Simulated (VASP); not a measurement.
# Na2S (Fm-3m) in VASP: notebook

Runs on Na2S. Level: PBEsol. Tasks: single point.

Program: VASP 6.6.1. These are calculated values, not measurements. Logs are shortened: lines on timing, memory, paths and dates and some standing lists are left out, and cuts for length are marked.

### 1 The cell of the first run

Symmetry: Fm-3m, No. 225, cubic system. Conventional cell: a = 5.926 Å, b = 5.926 Å, c = 5.926 Å, α = 90.00°, β = 90.00°, γ = 90.00°. Na (site symmetry -43m) has 4 S at 2.57 Å and 6 Na at 2.96 Å within 3.4 Å. Within 3.4 Å of S (site symmetry m-3m) lie 8 Na at 2.57 Å.

### 2 Single point, PBEsol

File INCAR:

```
SYSTEM = Na2S
PREC = Accurate ; ENCUT = 500
EDIFF = 1E-6 ; ISMEAR = 0
SIGMA = 0.01 ; LREAL = .False.
LASPH = .True. ; NELM = 120
ALGO = Normal ; ISIF = 2
LWAVE = .False. ; LCHARG = .True.
GGA = PS ; LELF = .True.
LVHAR = .True. ; NBANDS = 17
GGA_COMPAT = .False.
```

File KPOINTS:

```
Automatic mesh
0
Gamma
  6 6 6
  0 0 0
```

File POSCAR:

```
Na2S
1.0
    0.0000000000      2.9628299473      2.9628299473
    2.9628299473      0.0000000000      2.9628299473
    2.9628299473      2.9628299473      0.0000000000
Na S
2 1
Direct
    0.2500000000      0.2500000000      0.2500000000
    0.7500000000      0.7500000000      0.7500000000
    0.0000000000      0.0000000000      0.0000000000
```

Potentials or basis: VASP PAW PBE potentials, release 64 (Na_pv, S).

Command:

```
> cat potpaw_PBE.64/Na_pv/POTCAR potpaw_PBE.64/S/POTCAR > POTCAR
> mpirun -np 1 vasp_std > vasp.out
```

OUTCAR:

```text
SYSTEM = Na2S
   PREC = Accurate
   ENCUT = 500
   EDIFF = 1E-6
   ISMEAR = 0
   LREAL = .False.
   LASPH = .True.
   NELM = 120
   ISIF = 2
   GGA = PS

 ion  position               nearest neighbor table
   1  0.250  0.250  0.250-   3 2.57   3 2.57   3 2.57   3 2.57
   2  0.750  0.750  0.750-   3 2.57   3 2.57   3 2.57   3 2.57
   3  0.000  0.000  0.000-   2 2.57   2 2.57   2 2.57   1 2.57   2 2.57   1 2.57   1 2.57   1 2.57

  LATTYP: Found a face centered cubic cell.
 ALAT       =     5.9256598946

  Lattice vectors:

 A1 = (   0.0000000000,   2.9628299473,   2.9628299473)
 A2 = (   2.9628299473,   0.0000000000,   2.9628299473)
 A3 = (   2.9628299473,   2.9628299473,   0.0000000000)

Analysis of symmetry for initial positions (statically):
=====================================================================
 Subroutine PRICEL returns:
 Original cell was already a primitive cell.

 Routine SETGRP: Setting up the symmetry group for a
 face centered cubic supercell.

 Subroutine GETGRP returns: Found 48 space group operations
 (whereof 48 operations were pure point group operations)
 out of a pool of 48 trial point group operations.

The static configuration has the point symmetry O_h .

Analysis of symmetry for dynamics (positions and initial velocities):
=====================================================================
 Subroutine PRICEL returns:
 Original cell was already a primitive cell.

 Routine SETGRP: Setting up the symmetry group for a
 face centered cubic supercell.

 Subroutine GETGRP returns: Found 48 space group operations
 (whereof 48 operations were pure point group operations)
 out of a pool of 48 trial point group operations.

The dynamic configuration has the point symmetry O_h .

 Subroutine INISYM returns: Found 48 space group operations
 (whereof 48 operations are pure point group operations),
 and found     1 'primitive' translations

----------------------------------------------------------------------------------------

                                     Primitive cell

  volume of cell :      52.0176

  direct lattice vectors                    reciprocal lattice vectors
     0.000000000  2.962829947  2.962829947    -0.168757576  0.168757576  0.168757576
     2.962829947  0.000000000  2.962829947     0.168757576 -0.168757576  0.168757576
     2.962829947  2.962829947  0.000000000     0.168757576  0.168757576 -0.168757576

  length of vectors
     4.190074294  4.190074294  4.190074294     0.292296696  0.292296696  0.292296696

  position of ions in fractional coordinates (direct lattice)
     0.250000000  0.250000000  0.250000000
     0.750000000  0.750000000  0.750000000
     0.000000000  0.000000000  0.000000000

  ion indices of the primitive-cell ions
   primitive index   ion index
                 1           1
                 2           2
                 3           3

----------------------------------------------------------------------------------------

 KPOINTS: Automatic mesh

Automatic generation of k-mesh.
 Grid dimensions read from file:
 generate k-points for:    6    6    6

 Generating k-lattice:

  Cartesian coordinates                     Fractional coordinates (reciprocal lattice)
    -0.028126263  0.028126263  0.028126263     0.166666667  0.000000000  0.000000000
     0.028126263 -0.028126263  0.028126263     0.000000000  0.166666667  0.000000000
     0.028126263  0.028126263 -0.028126263     0.000000000  0.000000000  0.166666667

  Length of vectors
     0.048716116  0.048716116  0.048716116

  Shift w.r.t. Gamma in fractional coordinates (k-lattice)
     0.000000000  0.000000000  0.000000000

 Subroutine IBZKPT returns following result:
 ===========================================

 Found     16 irreducible k-points:

 Following reciprocal coordinates:
            Coordinates               Weight
  0.000000  0.000000  0.000000      1.000000
  0.166667  0.000000  0.000000      8.000000
  0.333333  0.000000  0.000000      8.000000
  0.500000  0.000000  0.000000      4.000000
  0.166667  0.166667  0.000000      6.000000
  0.333333  0.166667  0.000000     24.000000
[... 8 lines left out ...]
 -0.333333  0.333333  0.166667     24.000000
 -0.333333  0.500000  0.166667     12.000000
   k-points           NKPTS =     16   k-points in BZ     NKDIM =     16   number of bands    NBANDS=     17
   number of dos      NEDOS =    301   number of ions     NIONS =      3
   total plane-waves  NPLWV =  32768
   dimension x,y,z NGX =    32 NGY =   32 NGZ =   32
   dimension x,y,z NGXF=    64 NGYF=   64 NGZF=   64
   ions per type =               2   1
   NGX,Y,Z   is equivalent  to a cutoff of  12.70, 12.70, 12.70 a.u.
   NGXF,Y,Z  is equivalent  to a cutoff of  25.39, 25.39, 25.39 a.u.
 SYSTEM =  Na2S
   PREC   = accura    normal or accurate (medium, high low for compatibility)
   ISTART =      0    job   : 0-new  1-cont  2-samecut
   ICHARG =      2    charge: 1-file 2-atom 10-const
   ISPIN  =      1    spin polarized calculation?
   LNONCOLLINEAR =      F non collinear calculations
   LSORBIT =      F    spin-orbit coupling
   LASPH  =      T    aspherical Exc in radial PAW
   ENCUT  =  500.0 eV  36.75 Ry    6.06 a.u.   7.64  7.64  7.64*2*pi/ulx,y,z
   NELM   =    120;   NELMIN=  2; NELMDL= -5     # of ELM steps
   EDIFF  = 0.1E-05   stopping-criterion for ELM
   LREAL  =      F    real-space projection
   EDIFFG = 0.1E-04   stopping-criterion for IOM
   NSW    =      0    number of steps for IOM
   IBRION =     -1    ionic relax: 0-MD 1-quasi-New 2-CG
   NFREE  =      0    steps in history (QN), initial steepest desc. (CG)
   ISIF   =      2    stress and relaxation
   ISYM   =      2    0-nonsym 1-usesym 2-fastsym
   POTIM  = 0.5000    time-step for ionic-motion
   TEBEG  =    0.0;   TEEND  =   0.0 temperature during run
   PSTRESS=    0.0 pullay stress
   NELECT =      20.0000    total number of electrons
   NUPDOWN=      -1.0000    fix difference up-down
   EMIN   =  10.00;   EMAX   =-10.00  energy-range for DOS
   EFERMI =   0.00;   METHOD = LEGACY
   ISMEAR =     0;   SIGMA  =   0.01  broadening in eV -4-tet -1-fermi 0-gaus
   EFERMI_NEDOS =   21; number of points for ismear=-14 and -15
   IALGO  =     38    algorithm
   IMIX   =      4    mixing-type and parameters
     AMIX     =   0.40;   BMIX     =  1.00
     AMIX_MAG =   1.60;   BMIX_MAG =  1.00
  volume/ion in A,a.u.               =      17.34       117.01
  Fermi-wavevector in a.u.,A,eV,Ry     =   1.190423  2.249574 19.280922  1.417108
  Thomas-Fermi vector in A             =   2.326508
   LORBIT       =      0    0 simple, 1 ext, 2 COOP (PROOUT), +10 PAW based schemes
   GGA     = PS    functional components
   LHFCALC =     F    Hartree Fock is set to
   AEXX    =    0.0000 exact exchange contribution
   IVDW    =     0    specifies the selected vdW correction
   LEPSILON=     F    determine dielectric tensor
   LRPA    =     F    only Hartree local field effects (RPA)
 non-spin polarized calculation
 Gauss-broadening in eV      SIGMA  =   0.01
  energy-cutoff  :      500.00
  volume of cell :       52.02
 maximum number of plane-waves:      1363
 NGX is ok and might be reduce to    32
   NGX = 15   NGY = 15   NGZ = 15

 number of electron      20.0000019 magnetization

 Free energy of the ion-electron system (eV)
  ---------------------------------------------------
  ext. energy  EPLUGINS =         0.00000000
  ---------------------------------------------------
  free energy    TOTEN  =        -9.74835491 eV

  energy without entropy =       -9.74835491  energy(sigma->0) =       -9.74835491

 E-fermi :   1.7071     XC(G=0):  -9.1589

 val. band max:        1.6467442276   @ k =   0.0000   0.0000   0.0000
 cond. band min:       5.1076724892   @ k =   0.0000   0.0000   0.0000
 fundamental gap:      3.4609282616
 Fermi energy:         1.7071161120

 k-point     1 :       0.0000    0.0000    0.0000
  band No.  band energies     occupation
      1     -19.9602      2.00000
      2     -19.9602      2.00000
      3     -19.9602      2.00000
      4     -19.8243      2.00000
      5     -19.8243      2.00000
      6     -19.8243      2.00000
[... 9 lines left out ...]
     16      11.5674      0.00000
     17      14.4387      0.00000

 k-point     2 :       0.1667    0.0000    0.0000
  band No.  band energies     occupation
      1     -19.9564      2.00000
      2     -19.9521      2.00000
      3     -19.9521      2.00000
      4     -19.8418      2.00000
      5     -19.8343      2.00000
      6     -19.8343      2.00000
[... 9 lines left out ...]
     16      11.2590      0.00000
     17      13.7526      0.00000

 k-point     3 :       0.3333    0.0000    0.0000
  band No.  band energies     occupation
      1     -19.9450      2.00000
      2     -19.9292      2.00000
      3     -19.9292      2.00000
      4     -19.8803      2.00000
      5     -19.8609      2.00000
      6     -19.8609      2.00000
[... 9 lines left out ...]
     16      12.5013      0.00000
     17      13.8734      0.00000

 k-point     4 :       0.5000    0.0000    0.0000
  band No.  band energies     occupation
      1     -19.9312      2.00000
      2     -19.9074      2.00000
      3     -19.8992      2.00000
      4     -19.8992      2.00000
      5     -19.8928      2.00000
      6     -19.8928      2.00000
[... 9 lines left out ...]
     16      14.1454      0.00000
     17      15.6544      0.00000

 k-point     5 :       0.1667    0.1667    0.0000
  band No.  band energies     occupation
      1     -19.9694      2.00000
      2     -19.9694      2.00000
      3     -19.9170      2.00000
      4     -19.8825      2.00000
      5     -19.8190      2.00000
      6     -19.8190      2.00000
[... 9 lines left out ...]
     16      12.0098      0.00000
     17      15.0556      0.00000

 k-point     6 :       0.3333    0.1667    0.0000
  band No.  band energies     occupation
      1     -19.9723      2.00000
      2     -19.9675      2.00000
      3     -19.9343      2.00000
      4     -19.8770      2.00000
      5     -19.8282      2.00000
      6     -19.8248      2.00000
[... 9 lines left out ...]
     16      13.0730      0.00000
     17      14.5905      0.00000

 k-point     7 :       0.5000    0.1667    0.0000
  band No.  band energies     occupation
      1     -19.9798      2.00000
      2     -19.9538      2.00000
      3     -19.9454      2.00000
      4     -19.8583      2.00000
      5     -19.8487      2.00000
      6     -19.8405      2.00000
[... 9 lines left out ...]
     16      14.2578      0.00000
     17      15.5852      0.00000

 k-point     8 :      -0.3333    0.1667    0.0000
  band No.  band energies     occupation
      1     -19.9907      2.00000
      2     -19.9267      2.00000
      3     -19.9084      2.00000
      4     -19.8947      2.00000
      5     -19.8836      2.00000
      6     -19.8172      2.00000
[... 9 lines left out ...]
     16      14.3920      0.00000
     17      14.7227      0.00000

 k-point     9 :      -0.1667    0.1667    0.0000
  band No.  band energies     occupation
      1     -19.9802      2.00000
      2     -19.9291      2.00000
      3     -19.9210      2.00000
      4     -19.8823      2.00000
      5     -19.8672      2.00000
      6     -19.8140      2.00000
[... 9 lines left out ...]
     16      12.9039      0.00000
     17      14.5985      0.00000

 k-point    10 :       0.3333    0.3333    0.0000
  band No.  band energies     occupation
      1     -19.9964      2.00000
      2     -19.9876      2.00000
      3     -19.9876      2.00000
      4     -19.8295      2.00000
      5     -19.8087      2.00000
      6     -19.8087      2.00000
[... 9 lines left out ...]
     16      13.2977      0.00000
     17      16.0286      0.00000

 k-point    11 :       0.5000    0.3333    0.0000
  band No.  band energies     occupation
      1     -20.0316      2.00000
      2     -19.9862      2.00000
      3     -19.9827      2.00000
      4     -19.8184      2.00000
      5     -19.8154      2.00000
      6     -19.7998      2.00000
[... 9 lines left out ...]
     16      14.6756      0.00000
     17      15.5811      0.00000

 k-point    12 :      -0.3333    0.3333    0.0000
  band No.  band energies     occupation
      1     -20.0281      2.00000
      2     -19.9658      2.00000
      3     -19.9534      2.00000
      4     -19.8509      2.00000
      5     -19.8426      2.00000
      6     -19.7945      2.00000
[... 9 lines left out ...]
     16      12.8920      0.00000
     17      16.8958      0.00000

 k-point    13 :       0.5000    0.5000    0.0000
  band No.  band energies     occupation
      1     -20.0521      2.00000
      2     -19.9967      2.00000
      3     -19.9967      2.00000
      4     -19.8035      2.00000
      5     -19.8035      2.00000
      6     -19.7854      2.00000
[... 9 lines left out ...]
     16      14.7286      0.00000
     17      15.2300      0.00000

 k-point    14 :       0.5000    0.3333    0.1667
  band No.  band energies     occupation
      1     -20.0045      2.00000
      2     -19.9809      2.00000
      3     -19.9412      2.00000
      4     -19.8593      2.00000
      5     -19.8352      2.00000
      6     -19.8039      2.00000
[... 9 lines left out ...]
     16      14.5346      0.00000
     17      15.2366      0.00000

 k-point    15 :      -0.3333    0.3333    0.1667
  band No.  band energies     occupation
      1     -20.0193      2.00000
      2     -19.9967      2.00000
      3     -19.9016      2.00000
      4     -19.9012      2.00000
      5     -19.8098      2.00000
      6     -19.8067      2.00000
[... 9 lines left out ...]
     16      13.9317      0.00000
     17      15.3125      0.00000

 k-point    16 :      -0.3333    0.5000    0.1667
  band No.  band energies     occupation
      1     -20.0418      2.00000
      2     -20.0071      2.00000
      3     -19.9490      2.00000
      4     -19.8524      2.00000
      5     -19.7991      2.00000
      6     -19.7898      2.00000
[... 9 lines left out ...]
     16      14.5854      0.00000
     17      15.2313      0.00000

------------------------ aborting loop because EDIFF is reached ----------------------------------------

  FORCE on cell =-STRESS in cart. coord.  units (eV):
  Direction    XX          YY          ZZ          XY          YZ          ZX
  --------------------------------------------------------------------------------------
  -------------------------------------------------------------------------------------
  Total        4.9400127      4.9400127      4.9400127      0.0000000      0.0000000      0.0000000
  in kB      152.1557880    152.1557880    152.1557880      0.0000000      0.0000000      0.0000000
  external PRESSURE =     152.1557880 kB  Pullay stress =       0.0000000 kB

 VOLUME and BASIS-vectors are now :
 -----------------------------------------------------------------------------
  energy-cutoff  :      500.00
  volume of cell :       52.02
      direct lattice vectors                 reciprocal lattice vectors
     0.000000000  2.962829947  2.962829947    -0.168757576  0.168757576  0.168757576
     2.962829947  0.000000000  2.962829947     0.168757576 -0.168757576  0.168757576
     2.962829947  2.962829947  0.000000000     0.168757576  0.168757576 -0.168757576

 POSITION                                       TOTAL-FORCE (eV/Angst)
 -----------------------------------------------------------------------------------
      1.48141      1.48141      1.48141        -0.000000     -0.000000     -0.000000
      4.44424      4.44424      4.44424         0.000000      0.000000      0.000000
      0.00000      0.00000      0.00000         0.000000      0.000000      0.000000
 -----------------------------------------------------------------------------------
    total drift:                               -0.000000     -0.000000      0.000000

  FREE ENERGIE OF THE ION-ELECTRON SYSTEM (eV)
  ---------------------------------------------------
  free  energy   TOTEN  =        -9.7483549142 eV

  energy  without entropy=       -9.7483549142  energy(sigma->0) =       -9.74835491
```

It took 5.4 s on 1 thread of Intel Xeon 6975P-C (Granite Rapids), shared host; peak memory 0.16 GiB.

Results:

- Free energy: -9.7484 eV
- Pressure: 15.2 GPa
- Band gap on the k mesh: 3.46 eV, direct

Caveat: the PAW data sets were made with another functional, which shifts forces and pressure a little. PBEsol gaps usually lie below the measured ones, often by a third to a half.

[end of part 1 of 3]
